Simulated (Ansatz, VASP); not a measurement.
Two plane-wave programs on Si2As

File INCAR:

```
SYSTEM = Si2As
  PREC = Accurate
  ENCUT = 600
  EDIFF = 1E-7
  ISMEAR = 0
  SIGMA = 0.1
  LREAL = .False.
  LASPH = .True.
  NELM = 60
  ALGO = Normal
  ISIF = 3
  LWAVE = .False.
  LCHARG = .False.
  GGA = PE
  IBRION = 2
  NSW = 90
  EDIFFG = -0.04
```

KPOINTS

```
regular mesh
0
Gamma
  6 6 6
  0 0 0
```

Contents of POSCAR:

```
Si2As
1.0
    0.0000000000      2.9145197069      2.9145197069
    2.9145197069      0.0000000000      2.9145197069
    2.9145197069      2.9145197069      0.0000000000
Si As
2 1
Direct
    0.2500000000      0.2500000000      0.2500000000
    0.7500000000      0.7500000000      0.7500000000
    0.0000000000      0.0000000000      0.0000000000
```

Input for Ansatz:

```yaml
crystal:
  lattice:
    - [0.0, 2.9145197069, 2.9145197069]
    - [2.9145197069, 0.0, 2.9145197069]
    - [2.9145197069, 2.9145197069, 0.0]
  atoms:
    - { symbol: Si, position: [0.25, 0.25, 0.25] }
    - { symbol: Si, position: [0.75, 0.75, 0.75] }
    - { symbol: As, position: [0.0, 0.0, 0.0] }
basis:
  ecutwfc: 420
kpoints:
  mp_grid: { grid: [6, 6, 6] }
hamiltonian:
  xc: pbe
scf:
  occupations: { method: gaussian, width: 0.1 }
  lower_state_search: "off"
output:
  forces: true
  stress: true
  eigenvalues: true
relax:
  adjacent_minimum: "off"
  f_tol: 0.04
  max_steps: 70
  cell: { stress_tol: 0.4 }
```

Alike in both runs: task relaxation of cell and atoms; functional PBE; k mesh 6 × 6 × 6; occupations gaussian, width 0.1 eV; no spin polarisation.

|  | VASP | Ansatz |
| --- | --- | --- |
| version | VASP 6.6.1 | Ansatz 0.2.0 |
| potentials or method | VASP PAW PBE potentials, release 64 (Si, As), cutoff 600 eV | scalar-relativistic, plane waves, PAW |
| valence electrons in the cell | 13 | 23 |

Ansatz gave:

* gap on the k mesh at the Fermi level, each at its own relaxed structure (eV): none
* relaxed volume (Å³/atom): 19.36
* relaxed length of the cell vector where the two differ most in proportion (Å): 4.347

Question: Which values does VASP return?

Answer: gap on the k mesh at the Fermi level, each at its own relaxed structure (eV): none; relaxed volume (Å³/atom): 19.32; relaxed length of the cell vector where the two differ most in proportion (Å): 4.344.

A gap of «none» marks a metal or a gap that the smearing closes. VASP's potentials hold 13 valence electrons a cell and Ansatz's 23, so a difference there can come from the potentials and not from the codes.

Noted on VASP's run: the volume moved by over 15 % at a fixed basis, so the end points are rough.
